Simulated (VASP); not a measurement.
Input of a VASP 6.6.1 run:

Contents of INCAR:

```
ALGO = Normal
EDIFF = 1E-6
ENCUT = 700
GGA = PS
GGA_COMPAT = False
ISIF = 2
ISMEAR = 0
ISPIN = 2
LASPH = True
LCHARG = False
LDAU = True
LDAUJ = 0 0
LDAUL = 2 -1
LDAUPRINT = 1
LDAUTYPE = 2
LDAUU = 5 0
LMAXMIX = 4
LORBIT = 11
LREAL = False
LWAVE = False
MAGMOM = 3 0
NBANDS = 22
NELM = 200
PREC = Accurate
SIGMA = 0.05
```

KPOINTS

```
k-points
0
Gamma
  16 16 16
```

File POSCAR:

```
CoO
1.0
    0.0000000000      2.1744804960      2.1744804960
    2.1744804960      0.0000000000      2.1744804960
    2.1744804960      2.1744804960      0.0000000000
Co O
1 1
Direct
    0.0000000000      0.0000000000      0.0000000000
    0.2500000000      0.2500000000      0.2500000000
```

Potentials or basis: VASP PAW PBE potentials, release 64 (Co_sv, O).

Command:

```console
$ cat potpaw_PBE.64/Co_sv/POTCAR potpaw_PBE.64/O/POTCAR > POTCAR
$ mpirun -np 1 vasp_std > vasp.out
```

Task: What does it give for the site moments?

Result: Co +2.62; O +0.19 μB.

Task: What does it give for the net moment?

Result: 3.00 μB per cell.

Task: What does it give for the band gap on the k mesh?

Result: 0.43 eV.

Eigenvalues of the final occupation matrices:
```tsv
site	spin	trace	eigenvalues
site 1 d	1	4.68	0.93 0.93 0.94 0.94 0.94
site 1 d	2	2.10	0.10 0.10 0.10 0.90 0.90
```

Caveat: a cell with one magnetic atom can't hold antiferromagnetic order, which such compounds often take. The state reached can hang on the start; a lower one may exist.
